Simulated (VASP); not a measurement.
Wanted: the native input for a VASP 6.6.1 run.

```yaml
Task: single point
Functional: PBEsol
Potentials_or_basis: VASP PAW PBE potentials, release 64 (Mg, Ag, H)
Cutoff: 520 eV
k_mesh: 6 × 6 × 6
Occupations: fermi-dirac, width 0.03 eV
Spin: no spin polarisation
Dipole_correction: no
Further_INCAR_settings: ALGO = Normal; EDIFF = 1e-07; NBANDS = 16
```

The structure of MgAgH3 lies in POSCAR:

```
MgAgH3
1.0
    3.7194053808      0.0000000000      0.0000000000
    0.0000000000      3.7194053808      0.0000000000
    0.0000000000      0.0000000000      3.7194053808
Mg Ag H
1 1 3
Direct
    0.0000000000      0.0000000000      0.0000000000
    0.5000000000      0.5000000000      0.5000000000
    0.0000000000      0.5000000000      0.5000000000
    0.5000000000      0.0000000000      0.5000000000
    0.5000000000      0.5000000000      0.0000000000
```

One way to write it, as run:

INCAR

```
  ALGO = Normal
  EDIFF = 1E-7
  ENCUT = 520
  GGA = PS
  ISIF = 2
  ISMEAR = -1
  LASPH = True
  LCHARG = False
  LREAL = False
  LWAVE = False
  NBANDS = 16
  NELM = 60
  PREC = Accurate
  SIGMA = 0.03
```

KPOINTS

```
k-points
0
Gamma
  6 6 6
```

Potentials or basis: VASP PAW PBE potentials, release 64 (Mg, Ag, H).

The run is started by

```sh
$ cat potpaw_PBE.64/Mg/POTCAR potpaw_PBE.64/Ag/POTCAR potpaw_PBE.64/H/POTCAR > POTCAR
$ mpirun -np 1 vasp_std > vasp.out
```

Results of the run:

| Quantity | Value |
| --- | --- |
| Pressure | -0.3 GPa |
| Band gap on the k mesh | zero (bands 8 and 9 overlap by 2.39 eV) |

Caveat: the PAW data sets were made with another functional, which shifts forces and pressure a little.

Run time: 23 s on 1 thread of Oxide Virtual Turin-like Processor, on a shared host, peak memory 0.13 GiB.
